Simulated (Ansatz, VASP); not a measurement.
# GaB, level by level in two programs

```
Ga B
1.0
     2.71824    0.00000    0.00000
     0.00000    2.71824    0.00000
     0.00000    0.00000    3.23621
Ga B
1 1
Direct
  0.50000 0.50000 0.50000
  0.00000 0.00000 0.00000
```

Single points on this cell with VASP 6.6.1 and Ansatz 0.2.0. Each row is one pair of runs. Alike in all rows: spin: off; VASP's potentials, cutoff: VASP PAW PBE potentials, release 64 (Ga_d, B), 520 eV; Ansatz's potentials, cutoff: Ansatz PAW, 420 eV.

```csv
level,k mesh,smearing,"gap on the k mesh at the Fermi level (eV), VASP","gap on the k mesh at the Fermi level (eV), Ansatz","pressure (GPa), VASP","pressure (GPa), Ansatz"
PBEsol-based global hybrid,5 × 5 × 4,"fermi-dirac, width 0.05 eV",none,none,-7.2,-7.3
B3LYP,5 × 5 × 4,"fermi-dirac, width 0.05 eV",none,none,2.0,2.1
PBE,10 × 10 × 8,"gaussian, width 0.011 eV",?,none,?,-0.1
PBE,8 × 8 × 7,"fermi-dirac, width 0.05 eV",none,none,0.6,0.5
```

Task: Fill in what VASP gave in row 3.

Result: gap on the k mesh at the Fermi level (eV): none; pressure (GPa): 0.1.

A gap of «none» marks a metal or a gap that the smearing closes.

The k mesh is coarse in some rows, so the values compare programs but aren't converged.
